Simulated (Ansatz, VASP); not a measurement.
## Nb: VASP beside Ansatz

POSCAR

```
Nb
1.0
    2.7798802010      0.0000000000      0.0000000000
    0.0000000000      2.7798802010      0.0000000000
    0.0000000000      0.0000000000      2.7798802010
Nb
1
Direct
    0.0000000000      0.0000000000      0.0000000000
```

INCAR.step1

```
PREC = Accurate ; ENCUT = 520
ISMEAR = -1 ; SIGMA = 0.1
LREAL = False ; LASPH = True
NELM = 80 ; NBANDS = 12
GGA = PE ; ALGO = Normal
EDIFF = 1E-4 ; LWAVE = True
LCHARG = False
```

The input INCAR.step2:

```
PREC = Accurate ; ENCUT = 520
EDIFF = 1E-6 ; ISMEAR = -1
SIGMA = 0.1 ; LREAL = False
LASPH = True ; NELM = 80
ALGO = Normal ; ISIF = 2
LWAVE = False ; LCHARG = False
METAGGA = R2SCAN ; LMIXTAU = True
NBANDS = 12 ; ISTART = 1
```

The input KPOINTS:

```
Automatic mesh
0
Gamma
  13 13 13
```

Input for Ansatz:

```yaml
crystal:
  lattice:
    - [2.779880201, 0.0, 0.0]
    - [0.0, 2.779880201, 0.0]
    - [0.0, 0.0, 2.779880201]
  atoms:
    - { symbol: Nb, position: [0.0, 0.0, 0.0] }
hamiltonian:
  xc: r2scan
  pseudopotentials:
    kind: paw
    azcp:
      Nb: "pseudopotentials/Nb.paw.azcp"
basis:
  ecutwfc: 500
  fft_grid_basis: typed
kpoints:
  mp_grid: { grid: [13, 13, 13], shift: [0, 0, 0] }
magnetization:
  spin_polarized: false
scf:
  occupations: { method: fermi_dirac, width: 0.1 }
  lower_state_search: "off"
output:
  stress: true
```

Alike in both runs: task single point; functional r2SCAN; k mesh 13 × 13 × 13; occupations fermi-dirac, width 0.1 eV; no spin polarisation.

|  | VASP | Ansatz |
| --- | --- | --- |
| version | VASP 6.6.1 | Ansatz 0.2.0 |
| potentials or method | VASP PAW PBE potentials, release 64 (Nb_sv), cutoff 520 eV | plane waves (500 eV) with PAW, scalar-relativistic |
| valence electrons in the cell | 13 | 13 |

```csv
,VASP,Ansatz,Ansatz less VASP
pressure (GPa),-9.3,-9.3,+0.06
```

VASP's potentials were made for PBE, not for r2SCAN.
